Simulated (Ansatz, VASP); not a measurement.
**Two plane-wave programs on CuBiSeO**

```
Cu Bi Se O
1.0
     3.85795    0.00000    0.00000
     0.00000    3.85795    0.00000
     0.00000    0.00000    8.81625
Cu Bi Se O
2 2 2 2
Direct
  0.00000 0.00000 0.50000
  0.50000 0.50000 0.50000
  0.00000 0.50000 0.85758
  0.50000 0.00000 0.14242
  0.50000 0.00000 0.67216
  0.00000 0.50000 0.32784
  0.50000 0.50000 0.00000
  0.00000 0.00000 0.00000
```

Alike in both runs: functional LDA; k mesh 10 × 10 × 4; occupations gaussian, width 0.01 eV; no spin polarisation.

Ansatz relaxed the structure, and its values are those at the end. VASP's run is a single point on that final structure, the one shown.

```csv
,VASP,Ansatz
version,VASP 6.6.1,Ansatz 0.2.0
potentials or method,"VASP PAW LDA potentials, release 64 (Cu, Bi_d, Se, O), cutoff 520 eV","scalar-relativistic, plane waves, PAW"
valence electrons in the cell,76,112
```

Ansatz gave:

| Item | Value |
| --- | --- |
| gap on the k mesh at the Fermi level (eV) | 0.34 |
| least direct gap on the mesh (eV) | 0.39 |
| pressure (GPa) | 0.0 |
| rms of the force components (eV/Å) | 0.000 |

Q: What did VASP give for the same quantities?

A: gap on the k mesh at the Fermi level (eV): 0.36; least direct gap on the mesh (eV): 0.41; pressure (GPa): 0.5; rms of the force components (eV/Å): 0.023.

LDA's correlation is that of Perdew and Zunger in VASP and of Perdew and Wang (1992) in Ansatz. VASP's potentials hold 76 valence electrons a cell and Ansatz's 112, so a difference there can come from the potentials and not from the codes.

Spin-orbit coupling is off throughout.
